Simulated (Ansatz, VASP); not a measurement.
AlCu6 in VASP and in Ansatz

INCAR

```
PREC = Accurate ; ENCUT = 600
EDIFF = 1E-7 ; ISMEAR = 0
SIGMA = 0.2 ; LREAL = False
LASPH = True ; NELM = 120
ALGO = Normal ; ISIF = 3
LWAVE = False ; LCHARG = False
GGA = PE ; IBRION = 2
NSW = 36 ; EDIFFG = -0.08
GGA_COMPAT = False ; NELMIN = 4
```

Contents of KPOINTS:

```
regular mesh
0
Gamma
  3 3 4
```

File POSCAR:

```
AlCu6
1.0
    5.4407582500      0.0000000000      0.0000000000
    0.0000000000      5.4407582500      0.0000000000
    0.0000000000      0.0000000000      3.8121963900
Al Cu
1 6
Direct
    0.0000000000      0.0000000000      0.5000000000
    0.7267242000      0.0000000000      0.0000000000
    0.2732758000      0.0000000000      0.0000000000
    0.0000000000      0.7267242000      0.0000000000
    0.0000000000      0.2732758000      0.0000000000
    0.5000000000      0.0000000000      0.5000000000
    0.0000000000      0.5000000000      0.5000000000
```

Input for Ansatz:

```yaml
crystal:
  lattice:
    - [5.44075825, 0.0, 0.0]
    - [0.0, 5.44075825, 0.0]
    - [0.0, 0.0, 3.81219639]
  atoms:
    - { symbol: Al, position: [0.0, 0.0, 0.5] }
    - { symbol: Cu, position: [0.7267242, 0.0, 0.0] }
    - { symbol: Cu, position: [0.2732758, 0.0, 0.0] }
    - { symbol: Cu, position: [0.0, 0.7267242, 0.0] }
    - { symbol: Cu, position: [0.0, 0.2732758, 0.0] }
    - { symbol: Cu, position: [0.5, 0.0, 0.5] }
    - { symbol: Cu, position: [0.0, 0.5, 0.5] }
basis:
  ecutwfc: 420
kpoints:
  mp_grid: { grid: [3, 3, 4] }
hamiltonian:
  xc: pbe
scf:
  occupations: { method: gaussian, width: 0.2 }
  lower_state_search: "off"
output:
  forces: true
  stress: true
  eigenvalues: true
relax:
  adjacent_minimum: "off"
  f_tol: 0.08
  max_steps: 16
  cell: { stress_tol: 0.8 }
```

Alike in both runs: task relaxation of cell and atoms; functional PBE; k mesh 3 × 3 × 4; occupations gaussian, width 0.2 eV; no spin polarisation.

|  | VASP | Ansatz |
| --- | --- | --- |
| version | VASP 6.6.1 | Ansatz 0.2.0 |
| potentials or method | VASP PAW PBE potentials, release 64 (Al, Cu), cutoff 600 eV | scalar-relativistic, plane waves, PAW |
| valence electrons in the cell | 69 | 117 |

Ansatz gave:

| Item | Value |
| --- | --- |
| gap on the k mesh at the Fermi level, each at its own relaxed structure (eV) | none |
| relaxed volume (Å³/atom) | 19.41 |
| relaxed length of the cell vector where the two differ most in proportion (Å) | 5.744 |

Question: Estimate VASP's values.

Answer: gap on the k mesh at the Fermi level, each at its own relaxed structure (eV): none; relaxed volume (Å³/atom): 19.63; relaxed length of the cell vector where the two differ most in proportion (Å): 5.766.

A gap of «none» marks a metal or a gap that the smearing closes. VASP's potentials hold 69 valence electrons a cell and Ansatz's 117, so a difference there can come from the potentials and not from the codes.

The k mesh is coarse, so the values compare programs but aren't converged. Noted on VASP's run: the volume moved by over 15 % at a fixed basis, so the end points are rough.
